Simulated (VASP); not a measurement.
A run of VASP 6.6.1:

File INCAR:

```
SYSTEM = BaTiO3
PREC = Accurate ; ENCUT = 520
EDIFF = 1E-6 ; ISMEAR = 0
SIGMA = 0.05 ; LREAL = .False.
LASPH = .True. ; NELM = 150
ALGO = Normal ; ISIF = 2
LWAVE = .False. ; LCHARG = .False.
LMAXMIX = 4 ; LDAU = .True.
LDAUTYPE = 2 ; LDAUL = -1 2 -1
LDAUU = 0 4 0 ; LDAUJ = 0 0 0
LDAUPRINT = 1 ; GGA = PE
NBANDS = 28
```

The input KPOINTS:

```
Automatic mesh
0
Gamma
  6 6 6
  0 0 0
```

Contents of POSCAR:

```
BaTiO3
1.0
    4.0082194746      0.0000000000      0.0000000000
    0.0000000000      2.8732814721      2.8859183788
    0.0000000000     -2.8732814721      2.8859183788
Ba Ti O
1 1 3
Direct
    0.0000000000      0.0080771845      0.0080771845
    0.5000000000      0.5182891658      0.4902829540
    0.0000000000      0.4916268390      0.4916268390
    0.5000000000      0.4938075372      0.9829991522
    0.5000000000      0.9829991522      0.4938075372
```

Potentials or basis: VASP PAW PBE potentials, release 64 (Ba_sv, Ti_sv, O).

The run is started by

```sh
$ cat potpaw_PBE.64/Ba_sv/POTCAR potpaw_PBE.64/Ti_sv/POTCAR potpaw_PBE.64/O/POTCAR > POTCAR
$ mpirun -np 1 vasp_std > vasp.out
```

Hardware: 1 thread of Intel(R) Xeon(R) Platinum 8259CL CPU @ 2.50GHz (Skylake/Cascade Lake) (shared host).

Task: How long does it take, and how much memory?

Result: Wall time 4.6 min on 1 thread of Intel(R) Xeon(R) Platinum 8259CL CPU @ 2.50GHz (Skylake/Cascade Lake) (shared host), peak memory 0.28 GiB. Counts: scf iterations 16, k points 80.
